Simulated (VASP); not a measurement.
PbO, 8 atoms in the cell. Symmetry: Pbcm, No. 57, orthorhombic system. The conventional cell has a = 5.931 Å, b = 5.501 Å, c = 4.708 Å, α = 90.00°, β = 90.00°, γ = 90.00°. Pb (site symmetry m) has 4 O at 2.23 to 2.46 Å within 2.9 Å. O (site symmetry m) has 4 Pb at 2.23 to 2.46 Å and 6 O at 2.92 to 3.17 Å within 3.2 Å. 

| Quantity | Value |
| --- | --- |
| Program | VASP 6.6.1 |
| Task | single point |
| Functional | PBE |
| Potentials or basis | VASP PAW PBE potentials, release 64 (Pb_d, O) |
| Cutoff | 520 eV |
| k mesh | 4 × 6 × 6 |
| Occupations | gaussian, width 0.01 eV |
| Spin | no spin polarisation |
| Dipole correction | no |
| Further INCAR settings | ALGO = Normal; EDIFF = 1e-07; NBANDS = 50 |

Potentials or basis: VASP PAW PBE potentials, release 64 (Pb_d, O).

Run with:

```console
$ cat potpaw_PBE.64/Pb_d/POTCAR potpaw_PBE.64/O/POTCAR > POTCAR
$ mpirun -np 1 vasp_std > vasp.out
```

Hardware: 1 thread of Intel(R) Xeon(R) Platinum 8375C CPU @ 2.90GHz (Ice Lake), with other jobs on the host.

Task: How long does it take, and how much memory?

Result: It took 5.2 min on 1 thread of Intel(R) Xeon(R) Platinum 8375C CPU @ 2.90GHz (Ice Lake), with other jobs on the host, peak memory 0.41 GiB. Counts: scf iterations 19, k points 48.
